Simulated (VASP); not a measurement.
Set up this calculation in VASP 6.6.1, as the native input.

| Quantity | Value |
| --- | --- |
| Task | single point |
| Functional | PBE |
| Potentials or basis | VASP PAW PBE potentials, release 64 (Rb_sv, Y_sv, Os, C, N) |
| Cutoff | 520 eV |
| k mesh | 6 × 6 × 6 |
| Occupations | gaussian, width 0.1 eV |
| Spin | no spin polarisation |
| Dipole correction | no |
| Further INCAR settings | LREAL = Auto; ALGO = Normal; EDIFF = 1e-07; NBANDS = 60 |

The structure of Rb2YOsC6N6 lies in POSCAR:

```
Rb2YOsC6N6
1.0
    0.0000000000      5.5529343525      5.5529343525
    5.5529343525      0.0000000000      5.5529343525
    5.5529343525      5.5529343525      0.0000000000
Rb Y Os C N
2 1 1 6 6
Direct
    0.2500000000      0.2500000000      0.2500000000
    0.7500000000      0.7500000000      0.7500000000
    0.5000000000      0.5000000000      0.5000000000
    0.0000000000      0.0000000000      0.0000000000
    0.8185147615      0.1814852385      0.1814852385
    0.1814852385      0.8185147615      0.1814852385
    0.1814852385      0.1814852385      0.8185147615
    0.1814852385      0.8185147615      0.8185147615
    0.8185147615      0.1814852385      0.8185147615
    0.8185147615      0.8185147615      0.1814852385
    0.7116899134      0.2883100866      0.2883100866
    0.2883100866      0.7116899134      0.2883100866
    0.2883100866      0.2883100866      0.7116899134
    0.2883100866      0.7116899134      0.7116899134
    0.7116899134      0.2883100866      0.7116899134
    0.7116899134      0.7116899134      0.2883100866
```

These files were run (other wordings do the same):

INCAR

```
PREC = Accurate
ENCUT = 520
EDIFF = 1E-7
ISMEAR = 0
SIGMA = 0.1
LREAL = Auto
LASPH = True
NELM = 100
ALGO = Normal
ISIF = 2
LWAVE = False
LCHARG = True
GGA = PE
LELF = True
LVHAR = True
NBANDS = 60
```

KPOINTS

```
Automatic mesh
0
Gamma
  6 6 6
```

Potentials or basis: VASP PAW PBE potentials, release 64 (Rb_sv, Y_sv, Os, C, N).

Run with:

```bash
$ cat potpaw_PBE.64/Rb_sv/POTCAR potpaw_PBE.64/Y_sv/POTCAR potpaw_PBE.64/Os/POTCAR potpaw_PBE.64/C/POTCAR potpaw_PBE.64/N/POTCAR > POTCAR
$ mpirun -np 1 vasp_std > vasp.out
```

It gave:

| Property | Result |
| --- | --- |
| Pressure | 0.4 GPa |
| Largest force | 0.298 eV/Å |
| Band gap on the k mesh | zero (an odd number of electrons rules out a gap without spin polarisation) |

Caveat: spin-orbit coupling is left out, which moves the levels of the heavy elements; an odd number of electrons without spin polarisation forces a metal; a magnetic or distorted state may lie lower.

Wall time 9.2 min on 1 thread of Intel(R) Xeon(R) 6975P-C (Granite Rapids) (shared host), peak memory 0.63 GiB.
